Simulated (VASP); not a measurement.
Crystal: Tl3Ge2H.

```xyz
6
Lattice="6.4445 0.0000 0.0000 -3.2223 5.5811 0.0000 0.0000 0.0000 4.4314" Properties=species:S:1:pos:R:3 pbc="T T T"
Tl   -1.6736    4.6870    2.2157
Tl    0.0000    1.7883    2.2157
Tl    1.6736    4.6870    2.2157
Ge    0.0000    3.7207    0.0000
Ge    3.2223    1.8604    0.0000
H     3.2223    1.8604    2.2157
```

The cell was generated, and may not be a known phase.

- Program: VASP 6.6.1
- Task: relaxation of cell and atoms
- Functional: PBE
- Potentials or basis: VASP PAW PBE potentials, release 64 (Tl_d, Ge_d, H)
- Cutoff: 600 eV
- k mesh: 6 × 6 × 8
- Occupations: gaussian, width 0.1 eV
- Spin: no spin polarisation

At the start: pressure -0.0 GPa; volume 26.56 Å³/atom.

Task: Where does the relaxation end?

Result: Over 19 steps the energy falls by 39.7 meV/atom and the volume is 26.52 Å³/atom (-0.2 %); space group P-6m2 (No. 187, to 0.1 Å) before and after.

The path:
```csv
step,energy change (eV),largest force (eV/Å),pressure (GPa),volume (Å³)
1,0.0000,0.0606,-0.03,159.38
2,-0.0411,0.0934,0.01,159.22
3,-0.0844,0.1633,0.17,158.70
4,-0.0940,0.2009,0.20,158.34
5,-0.1190,0.4046,0.34,157.44
6,-0.1223,0.7725,1.68,154.85
7,-0.1428,0.5805,0.65,156.63
8,-0.1507,0.6869,1.12,155.79
9,-0.1814,0.5604,0.79,157.35
10,-0.2013,0.3955,0.39,159.91
11,-0.2196,0.2893,0.11,160.46
12,-0.2332,0.0943,-0.37,161.46
13,-0.2360,0.0690,-0.22,160.44
14,-0.2377,0.0206,0.08,158.62
15,-0.2378,0.0280,0.04,158.84
16,-0.2378,0.0253,0.05,158.79
17,-0.2380,0.0143,0.03,158.90
18,-0.2381,0.0108,-0.02,159.14
19,-0.2382,0.0045,0.01,159.10
```

Final structure:
```
Tl Ge H
1.0
     6.98184    0.00000    0.00000
    -3.49092    6.04645    0.00000
     0.00000    0.00000    3.76876
Tl Ge H
3 2 1
Direct
  0.15117 0.84883 0.50000
  0.15117 0.30234 0.50000
  0.69766 0.84883 0.50000
  0.33333 0.66667 0.00000
  0.66667 0.33333 0.00000
  0.66667 0.33333 0.50000
```
